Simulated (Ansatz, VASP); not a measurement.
## InP: VASP beside Ansatz

```
In P
1.0
     0.00000    2.98798    2.98798
     2.98798    0.00000    2.98798
     2.98798    2.98798    0.00000
In P
1 1
Direct
  0.00000 0.00000 0.00000
  0.75000 0.75000 0.75000
```

Alike in both runs: task single point; functional r2SCAN; k mesh 8 × 8 × 8; occupations fermi-dirac, width 0.05 eV; no spin polarisation.

|  | VASP | Ansatz |
| --- | --- | --- |
| version | VASP 6.6.1 | Ansatz 0.2.0 |
| potentials or method | VASP PAW PBE potentials, release 64 (In_d, P) | Ansatz PAW |
| plane-wave cutoff (eV) | 520 | 500 |
| valence electrons in the cell | 18 | 18 |

Ansatz gave:

- gap on the k mesh at the Fermi level (eV): 0.82
- least direct gap on the mesh (eV): 0.82
- pressure (GPa): -2.2

Estimate VASP's values.

gap on the k mesh at the Fermi level (eV): 0.83; least direct gap on the mesh (eV): 0.83; pressure (GPa): -2.3.

VASP's potentials were made for PBE, not for r2SCAN. The functional is the same, so the differences come from potentials, cutoffs and numerics.
